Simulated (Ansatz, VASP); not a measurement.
# KF: VASP beside Ansatz

```
K F
1.0
     0.00000   -5.42066    0.00000
     0.00000    0.00000    5.42066
    -5.42066    0.00000    0.00000
K F
4 4
Direct
  0.00000 0.50000 0.50000
  0.50000 0.50000 0.00000
  0.00000 0.00000 0.00000
  0.50000 0.00000 0.50000
  0.00000 0.50000 0.00000
  0.50000 0.50000 0.50000
  0.00000 0.00000 0.50000
  0.50000 0.00000 0.00000
```

Alike in both runs: functional PBE; k mesh 6 × 6 × 6; occupations gaussian, width 0.02 eV; no spin polarisation.

Ansatz relaxed the structure, and its values are those at the end. VASP's run is a single point on that final structure, the one shown.

|  | VASP | Ansatz |
| --- | --- | --- |
| version | VASP 6.6.1 | Ansatz 0.2.0 |
| potentials or method | VASP PAW PBE potentials, release 64 (K_sv, F), cutoff 520 eV | scalar-relativistic, plane waves, PAW |
| valence electrons in the cell | 64 | 64 |

```tsv
	VASP	Ansatz	Ansatz less VASP
gap on the k mesh at the Fermi level (eV)	5.95	5.96	+0.014
least direct gap on the mesh (eV)	5.95	5.96	+0.014
pressure (GPa)	0.0	0.0	-0.03
```

The functional is the same, so the differences come from potentials, cutoffs and numerics.
